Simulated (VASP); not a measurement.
Wanted: the native input for a VASP 6.6.1 run.

| Property | Result |
| --- | --- |
| Task | single point |
| Functional | PBEsol |
| Potentials or basis | VASP PAW PBE potentials, release 64 (Be) |
| Cutoff | 520 eV |
| k mesh | 18 × 18 × 5 |
| Occupations | fermi-dirac, width 0.1 eV |
| Spin | no spin polarisation |
| Dipole correction | no |
| Further INCAR settings | ALGO = Normal; EDIFF = 1e-06; NBANDS = 12 |

The structure of Be lies in POSCAR:

```
Be
1.0
    2.2168351762      0.0000000000      0.0000000000
   -1.1084175881      1.9198355786      0.0000000000
    0.0000000000      0.0000000000      7.0631600050
Be
4
Direct
    0.0000000000      0.0000000000      1.0000000000
    0.0000000000      0.0000000000      0.5000000000
    0.3333333333      0.6666666667      0.2500000000
    0.6666666667      0.3333333333      0.7500000000
```

The input as run:

INCAR

```
SYSTEM = Be
PREC = Accurate
ENCUT = 520
EDIFF = 1E-6
ISMEAR = -1
SIGMA = 0.1
LREAL = .False.
LASPH = .True.
NELM = 80
ALGO = Normal
ISIF = 2
LWAVE = .False.
LCHARG = .False.
GGA = PS
NBANDS = 12
```

KPOINTS

```
Automatic mesh
0
Gamma
  18 18 5
  0 0 0
```

Potentials or basis: VASP PAW PBE potentials, release 64 (Be).

The run is started by

```sh
$ cat potpaw_PBE.64/Be/POTCAR > POTCAR
$ mpirun -np 1 vasp_std > vasp.out
```

Results of the run:

```
Pressure               : 5.8 GPa
Band gap on the k mesh : zero (bands 4 and 5 overlap by 1.43 eV)
```

Caveat: the cell stands under pressure; the PAW data sets were made with another functional, which shifts forces and pressure a little.

It took 10 s on 1 thread of Intel(R) Xeon(R) Platinum 8488C (Sapphire Rapids), on a shared host, peak memory 0.15 GiB.
